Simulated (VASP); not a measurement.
# TePt (R-3m) in VASP: notebook

The runs below take TePt through relaxation of cell and atoms, single point, with PBEsol+D4.

Everything below comes from runs of VASP 6.6.1. Logs are shortened: lines on timing, memory, paths and dates and some standing lists are left out, and cuts for length are marked.

## Step 1: The cell of the first run

Symmetry: R-3m, No. 166, trigonal system. The conventional cell has a = 3.963 Å, b = 3.963 Å, c = 19.983 Å, α = 90.00°, β = 90.00°, γ = 120.00°. Te (site symmetry 3m) has 3 Pt at 2.59 Å within 3.4 Å. Pt (site symmetry 3m) has 3 Te at 2.59 Å and 3 Pt at 2.72 Å within 3.4 Å.

## Step 2: Relaxation of cell and atoms, PBEsol+D4

Input file INCAR:

```
PREC     = Accurate       # precision mode
ENCUT    = 600            # plane-wave cutoff, eV
EDIFF    = 1E-6           # SCF threshold, eV
ISMEAR   = 0              # smearing method
SIGMA    = 0.1            # smearing width, eV
LREAL    = F              # projectors in reciprocal space
LASPH    = T              # aspherical terms in the spheres
NELM     = 100            # most SCF steps
ALGO     = Normal         # electronic algorithm
ISIF     = 3              # what is computed and relaxed
LWAVE    = F              # write WAVECAR
LCHARG   = F              # write CHGCAR
GGA      = PS             # functional
IVDW     = 13             # dispersion correction
IBRION   = 2              # ionic algorithm
NSW      = 100            # ionic steps
EDIFFG   = -0.002         # ionic threshold
```

Input file KPOINTS:

```
Automatic mesh
0
Gamma
  12 12 12
```

Input file POSCAR:

```
TePt
1.0
    1.9815661262      1.1440577364      6.6610334788
   -1.9815661262      1.1440577364      6.6610334788
    0.0000000000     -2.2881154728      6.6610334788
Te Pt
2 2
Direct
    0.5980000000      0.5980000000      0.5980000000
    0.4020000000      0.4020000000      0.4020000000
    0.8703333333      0.8703333333      0.8703333333
    0.1296666667      0.1296666667      0.1296666667
```

Potentials or basis: VASP PAW PBE potentials, release 64 (Te, Pt).

On the command line:

```bash
$ cat potpaw_PBE.64/Te/POTCAR potpaw_PBE.64/Pt/POTCAR > POTCAR
$ mpirun -np 1 vasp_std > vasp.out
```

OUTCAR:

```text
PREC = Accurate
   ENCUT = 600
   EDIFF = 1E-6
   ISMEAR = 0
   LREAL = F
   LASPH = T
   NELM = 100
   ISIF = 3
   GGA = PS
   IVDW = 13
   IBRION = 2
   NSW = 100
   EDIFFG = -0.002

 ion  position               nearest neighbor table
   1  0.598  0.598  0.598-   3 2.59   3 2.59   3 2.59   4 3.54   4 3.54   4 3.54   2 3.57   2 3.57
                             2 3.57
   2  0.402  0.402  0.402-   4 2.59   4 2.59   4 2.59   3 3.54   3 3.54   3 3.54   1 3.57   1 3.57
                             1 3.57
   3  0.870  0.870  0.870-   1 2.59   1 2.59   1 2.59   4 2.72   4 2.72   4 2.72   2 3.54   2 3.54
                             2 3.54
   4  0.130  0.130  0.130-   2 2.59   2 2.59   2 2.59   3 2.72   3 2.72   3 2.72   1 3.54   1 3.54
                             1 3.54

  LATTYP: Found a trigonal (rhomboedric) cell.
 ALAT       =     7.0430703122
 COS(alpha) =     0.8416846276

  Lattice vectors:

 A1 = (   1.9815661262,   1.1440577364,   6.6610334788)
 A2 = (  -1.9815661262,   1.1440577364,   6.6610334788)
 A3 = (   0.0000000000,  -2.2881154728,   6.6610334788)

Analysis of symmetry for initial positions (statically):
=====================================================================
 Subroutine PRICEL returns:
 Original cell was already a primitive cell.

 Routine SETGRP: Setting up the symmetry group for a
 trigonal (rhombohedral) supercell.

 Subroutine GETGRP returns: Found 12 space group operations
 (whereof 12 operations were pure point group operations)
 out of a pool of 12 trial point group operations.

The static configuration has the point symmetry D_3d.

Analysis of symmetry for dynamics (positions and initial velocities):
=====================================================================
 Subroutine PRICEL returns:
 Original cell was already a primitive cell.

 Routine SETGRP: Setting up the symmetry group for a
 trigonal (rhombohedral) supercell.

 Subroutine GETGRP returns: Found 12 space group operations
 (whereof 12 operations were pure point group operations)
 out of a pool of 12 trial point group operations.

The dynamic configuration has the point symmetry D_3d.

 Subroutine INISYM returns: Found 12 space group operations
 (whereof 12 operations are pure point group operations),
 and found     1 'primitive' translations

----------------------------------------------------------------------------------------

                                     Primitive cell

  volume of cell :      90.6044

  direct lattice vectors                    reciprocal lattice vectors
     1.981566126  1.144057736  6.661033479     0.252325670  0.145680293  0.050042285
    -1.981566126  1.144057736  6.661033479    -0.252325670  0.145680293  0.050042285
     0.000000000 -2.288115473  6.661033479     0.000000000 -0.291360587  0.050042285

  length of vectors
     7.043070312  7.043070312  7.043070312     0.295626829  0.295626829  0.295626829

  position of ions in fractional coordinates (direct lattice)
     0.598000000  0.598000000  0.598000000
     0.402000000  0.402000000  0.402000000
     0.870333333  0.870333333  0.870333333
     0.129666667  0.129666667  0.129666667

  ion indices of the primitive-cell ions
   primitive index   ion index
                 1           1
                 2           2
                 3           3
                 4           4

----------------------------------------------------------------------------------------

 KPOINTS: Automatic mesh

Automatic generation of k-mesh.
 Grid dimensions read from file:
 generate k-points for:   12   12   12

 Generating k-lattice:

  Cartesian coordinates                     Fractional coordinates (reciprocal lattice)
     0.021027139  0.012140024  0.004170190     0.083333333 -0.000000000  0.000000000
    -0.021027139  0.012140024  0.004170190    -0.000000000  0.083333333  0.000000000
     0.000000000 -0.024280049  0.004170190     0.000000000  0.000000000  0.083333333

  Length of vectors
     0.024635569  0.024635569  0.024635569

  Shift w.r.t. Gamma in fractional coordinates (k-lattice)
     0.000000000  0.000000000  0.000000000

 Subroutine IBZKPT returns following result:
 ===========================================

 Found    189 irreducible k-points:

 Following reciprocal coordinates:
            Coordinates               Weight
  0.000000  0.000000  0.000000      1.000000
  0.083333  0.000000  0.000000      6.000000
  0.166667  0.000000  0.000000      6.000000
  0.250000 -0.000000  0.000000      6.000000
  0.333333 -0.000000  0.000000      6.000000
  0.416667 -0.000000  0.000000      6.000000
[... 16 lines left out ...]
  0.500000  0.166667  0.000000     12.000000
 -0.416667  0.166667  0.000000     12.000000
 [... further k-points ...]
   k-points           NKPTS =    189   k-points in BZ     NKDIM =    189   number of bands    NBANDS=     20
   number of dos      NEDOS =    301   number of ions     NIONS =      4
   total plane-waves  NPLWV = 175616
   dimension x,y,z NGX =    56 NGY =   56 NGZ =   56
   dimension x,y,z NGXF=   112 NGYF=  112 NGZF=  112
   ions per type =               2   2
   NGX,Y,Z   is equivalent  to a cutoff of  13.22, 13.22, 13.22 a.u.
   NGXF,Y,Z  is equivalent  to a cutoff of  26.44, 26.44, 26.44 a.u.
 SYSTEM =  unknown system
   PREC   = accura    normal or accurate (medium, high low for compatibility)
   ISTART =      0    job   : 0-new  1-cont  2-samecut
   ICHARG =      2    charge: 1-file 2-atom 10-const
   ISPIN  =      1    spin polarized calculation?
   LNONCOLLINEAR =      F non collinear calculations
   LSORBIT =      F    spin-orbit coupling
   LASPH  =      T    aspherical Exc in radial PAW
   ENCUT  =  600.0 eV  44.10 Ry    6.64 a.u.  14.07 14.07 14.07*2*pi/ulx,y,z
   NELM   =    100;   NELMIN=  2; NELMDL= -5     # of ELM steps
   EDIFF  = 0.1E-05   stopping-criterion for ELM
   LREAL  =      F    real-space projection
   EDIFFG = -.2E-02   stopping-criterion for IOM
   NSW    =    100    number of steps for IOM
   IBRION =      2    ionic relax: 0-MD 1-quasi-New 2-CG
   NFREE  =      1    steps in history (QN), initial steepest desc. (CG)
   ISIF   =      3    stress and relaxation
   ISYM   =      2    0-nonsym 1-usesym 2-fastsym
   POTIM  = 0.5000    time-step for ionic-motion
   TEBEG  =    0.0;   TEEND  =   0.0 temperature during run
   PSTRESS=    0.0 pullay stress
   NELECT =      32.0000    total number of electrons
   NUPDOWN=      -1.0000    fix difference up-down
   EMIN   =  10.00;   EMAX   =-10.00  energy-range for DOS
   EFERMI =   0.00;   METHOD = LEGACY
   ISMEAR =     0;   SIGMA  =   0.10  broadening in eV -4-tet -1-fermi 0-gaus
   EFERMI_NEDOS =   21; number of points for ismear=-14 and -15
   IALGO  =     38    algorithm
   IMIX   =      4    mixing-type and parameters
     AMIX     =   0.40;   BMIX     =  1.00
     AMIX_MAG =   1.60;   BMIX_MAG =  1.00
  volume/ion in A,a.u.               =      22.65       152.86
  Fermi-wavevector in a.u.,A,eV,Ry     =   1.157200  2.186791 18.219718  1.339111
  Thomas-Fermi vector in A             =   2.293813
   LORBIT       =      0    0 simple, 1 ext, 2 COOP (PROOUT), +10 PAW based schemes
   GGA     = PS    functional components
   LHFCALC =     F    Hartree Fock is set to
   AEXX    =    0.0000 exact exchange contribution
   IVDW    =    13    specifies the selected vdW correction
   LEPSILON=     F    determine dielectric tensor
   LRPA    =     F    only Hartree local field effects (RPA)
 conjugate gradient relaxation of ions
 non-spin polarized calculation
 Gauss-broadening in eV      SIGMA  =   0.10
  energy-cutoff  :      600.00
  volume of cell :       90.60
 maximum number of plane-waves:      3046
   NGX = 29   NGY = 29   NGZ = 29

--------------------------------------- Ionic step        1  -------------------------------------------

 number of electron      31.9999999 magnetization

 Free energy of the ion-electron system (eV)
  ---------------------------------------------------
  ext. energy  EPLUGINS =         0.00000000
  ---------------------------------------------------
  free energy    TOTEN  =       -22.36011666 eV

  energy without entropy =      -22.35191948  energy(sigma->0) =      -22.35601807

------------------------ aborting loop because EDIFF is reached ----------------------------------------

  DFT-D4 for vdW energy calculation

  Edisp (eV):   -1.40049

  FORCE on cell =-STRESS in cart. coord.  units (eV):
  Direction    XX          YY          ZZ          XY          YZ          ZX
  --------------------------------------------------------------------------------------
  -------------------------------------------------------------------------------------
  Total      -1.51160    -1.51160    -1.67239     0.00000     0.00000     0.00000
  in kB     -26.72998   -26.72998   -29.57316     0.00000     0.00000     0.00000
  external pressure =      -27.68 kB  Pullay stress =        0.00 kB
[... 103 lines left out ...]
  FREE ENERGIE OF THE ION-ELECTRON SYSTEM (eV)
  ---------------------------------------------------
  free  energy   TOTEN  =       -23.7799183632 eV

  energy  without entropy=      -23.7721282403  energy(sigma->0) =      -23.77602330

[... ionic steps 4 to 20 ...]

--------------------------------------- Ionic step       21  -------------------------------------------

 number of electron      32.0000001 magnetization

------------------------ aborting loop because EDIFF is reached ----------------------------------------

  DFT-D4 for vdW energy calculation

  Edisp (eV):   -1.45815
[... 73 lines left out ...]
  energy  without entropy=      -23.7912008071  energy(sigma->0) =      -23.79545275

--------------------------------------- Ionic step       23  -------------------------------------------

 number of electron      32.0000001 magnetization

 Free energy of the ion-electron system (eV)
  ---------------------------------------------------
  ext. energy  EPLUGINS =         0.00000000
  ---------------------------------------------------
  free energy    TOTEN  =       -22.34141806 eV

  energy without entropy =      -22.33290847  energy(sigma->0) =      -22.33716326

 E-fermi :   8.8614     XC(G=0): -11.2778

 val. band max:        8.8591369860   @ k =   0.5000   0.1667   0.0833
 cond. band min:       8.8685659224   @ k =   0.5000   0.1667   0.1667
 fundamental gap:      0.0094289364
 Fermi energy:         8.8614018421

 k-point     1 :       0.0000    0.0000    0.0000
  band No.  band energies     occupation
      1      -4.7513      2.00000
      2      -2.8874      2.00000
      3       1.7571      2.00000
      4       3.2337      2.00000
      5       3.2337      2.00000
      6       3.9506      2.00000
[... 12 lines left out ...]
     19      11.8525      0.00000
[... 513 lines left out ...]
      4       2.5427      2.00000
      5       3.5967      2.00000
      6       4.0718      2.00000
[... 12 lines left out ...]
     19      11.7769      0.00000
     20      14.2721      0.00000

 [... further k-points ...]

------------------------ aborting loop because EDIFF is reached ----------------------------------------

  DFT-D4 for vdW energy calculation

  Edisp (eV):   -1.45829

  FORCE on cell =-STRESS in cart. coord.  units (eV):
  Direction    XX          YY          ZZ          XY          YZ          ZX
  --------------------------------------------------------------------------------------
  -------------------------------------------------------------------------------------
  Total      -0.00012    -0.00012     0.00159     0.00000     0.00000    -0.00000
  in kB      -0.00222    -0.00222     0.02940     0.00000     0.00000    -0.00000
  external pressure =        0.01 kB  Pullay stress =        0.00 kB
[... 19 lines left out ...]
  FREE ENERGIE OF THE ION-ELECTRON SYSTEM (eV)
  ---------------------------------------------------
  free  energy   TOTEN  =       -23.7997054377 eV

  energy  without entropy=      -23.7911958455  energy(sigma->0) =      -23.79545064

 reached required accuracy - stopping structural energy minimisation
```

Run time: 1.7 h. Hardware: 1 thread of AMD EPYC 9R45 (Zen 5), shared host; peak memory 0.72 GiB.

What came out:

| Item | Value |
| --- | --- |
| Free energy | -23.7997 eV |
| Relaxed volume | 21.72 Å³/atom |
| Relaxed cell | a = 6.855 Å, b = 6.855 Å, c = 6.855 Å, α = 33.39°, β = 33.39°, γ = 33.39° |
| Space group after relaxing (to 0.1 Å) | R-3m (No. 166) |
| Energy gained by relaxing | 9.8 meV/atom |
| Ionic steps | 23 |
| Pressure after relaxing | 0.0 GPa |
| Band gap on the k mesh | zero (bands 16 and 17 overlap by 2.72 eV) |
| Dispersion energy per atom | -0.365 eV |

Step by step:
```
step  energy change (eV)  largest force (eV/Å)  pressure (GPa)  volume (Å³)
   1              0.0000                0.1999           -2.77        90.60
   2              0.0261                0.7446            5.32        85.57
   3             -0.0193                0.3245            0.16        88.56
   4             -0.0295                0.1895            0.04        88.10
   5             -0.0321                0.2230           -0.01        87.68
   6             -0.0365                0.1384           -0.27        87.47
   7             -0.0383                0.0431           -0.54        87.17
   8             -0.0338                0.1238            1.55        85.76
   9             -0.0389                0.0039           -0.02        86.82
  10             -0.0389                0.0030           -0.04        86.83
  11             -0.0391                0.0046           -0.01        86.85
  12             -0.0391                0.0084            0.02        86.86
  13             -0.0391                0.0174            0.06        86.88
  14             -0.0391                0.0124            0.05        86.87
  15             -0.0391                0.0104           -0.13        87.00
  16             -0.0391                0.0095           -0.02        86.90
  17             -0.0391                0.0045            0.02        86.89
  18             -0.0391                0.0041            0.02        86.89
  19             -0.0391                0.0038            0.02        86.89
  20             -0.0391                0.0044           -0.01        86.92
  21             -0.0391                0.0017           -0.02        86.91
  22             -0.0391                0.0026            0.00        86.90
  23             -0.0391                0.0017            0.00        86.90
```

Final structure:
```
Te Pt
1.0
     1.96953    1.13711    6.46678
    -1.96953    1.13711    6.46678
     0.00000   -2.27421    6.46678
Te Pt
2 2
Direct
  0.60061 0.60061 0.60061
  0.39939 0.39939 0.39939
  0.87047 0.87047 0.87047
  0.12953 0.12953 0.12953
```

Caveat: the PAW data sets were made with another functional, which shifts forces and pressure a little; spin-orbit coupling is left out, which moves the levels of the heavy elements.

## Step 3: Single point, PBEsol+D4

Input file INCAR:

```
ALGO = Normal
EDIFF = 1E-6
ENCUT = 520
GGA = PS
ISIF = 2
ISMEAR = 0
IVDW = 13
LASPH = T
LCHARG = T
LELF = T
LREAL = F
LVHAR = T
LWAVE = F
NBANDS = 24
NELM = 100
PREC = Accurate
SIGMA = 0.1
```

Input file KPOINTS:

```
k-points
0
Gamma
  6 6 6
```

POSCAR is that of step 2.

Potentials or basis: VASP PAW PBE potentials, release 64 (Te, Pt).

On the command line:

```bash
$ cat potpaw_PBE.64/Te/POTCAR potpaw_PBE.64/Pt/POTCAR > POTCAR
$ mpirun -np 1 vasp_std > vasp.out
```

It took 2.4 min on 1 thread of AMD EPYC 9R45 (Zen 5), shared host; peak memory 0.36 GiB.

It converged, with:

```
Free energy                : -23.7543 eV
Pressure                   : -2.7 GPa
Largest force              : 0.226 eV/Å
Band gap on the k mesh     : zero (bands 16 and 17 overlap by 2.41 eV)
Dispersion energy per atom : -0.350 eV
```

Forces on the atoms (eV/Å):
```
Te   0.000  0.000  0.028
Te   0.000  0.000 -0.028
Pt   0.000  0.000 -0.226
Pt   0.000  0.000  0.226
```

Stress tensor (GPa, compression positive):
```
-2.61  0.00  0.00
 0.00 -2.61  0.00
 0.00  0.00 -3.00
```

Levels at points of the mesh, in eV from the Fermi level:
| k point | band 14 | band 15 | band 16 | band 17 | band 18 | band 19 |
| --- | --- | --- | --- | --- | --- | --- |
| (0.00, 0.00, 0.00) | 0.69 | 0.69 | 0.87 | 1.25 | 2.87 | 2.87 |
| (0.50, 0.00, 0.00) | -1.98 | -1.87 | -1.06 | 0.31 | 1.35 | 1.96 |
| (0.50, 0.50, 0.00) | -1.83 | -1.74 | -1.33 | -1.16 | 2.54 | 3.81 |
| (0.50, 0.50, 0.50) | -1.62 | 1.25 | 1.25 | 1.96 | 1.96 | 3.51 |

Caveat: the PAW data sets were made with another functional, which shifts forces and pressure a little; spin-orbit coupling is left out, which moves the levels of the heavy elements.
